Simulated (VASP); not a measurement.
Here is a VASP 6.6.1 calculation.

File INCAR:

```
SYSTEM = NaCl
PREC = Accurate
ENCUT = 520
EDIFF = 1E-6
ISMEAR = -1
SIGMA = 0.02
LREAL = .FALSE.
LASPH = .TRUE.
NELM = 100
ALGO = Normal
ISIF = 2
LWAVE = .FALSE.
LCHARG = .FALSE.
GGA = PE
NBANDS = 14
```

File KPOINTS:

```
regular mesh
0
G
  8 8 8
  0 0 0
```

File POSCAR:

```
NaCl
1.0
    3.5308124840      0.0000000000      0.0000000000
    0.0000000000      3.5308124840      0.0000000000
    0.0000000000      0.0000000000      3.5308124840
Na Cl
1 1
Direct
    0.0000000000      0.0000000000      0.0000000000
    0.5000000000      0.5000000000      0.5000000000
```

Potentials or basis: VASP PAW PBE potentials, release 64 (Na_pv, Cl).

Run with:

```sh
$ cat potpaw_PBE.64/Na_pv/POTCAR potpaw_PBE.64/Cl/POTCAR > POTCAR
$ mpirun -np 1 vasp_std > vasp.out
```

Question: Predict the band gap on the k mesh.

Answer: 3.90 eV, indirect (least direct gap 4.37 eV).

Question: Estimate the pressure.

Answer: -0.5 GPa.

Caveat: the cell differs from its parent crystal (strain +2.1%). A k mesh can miss the band edges.
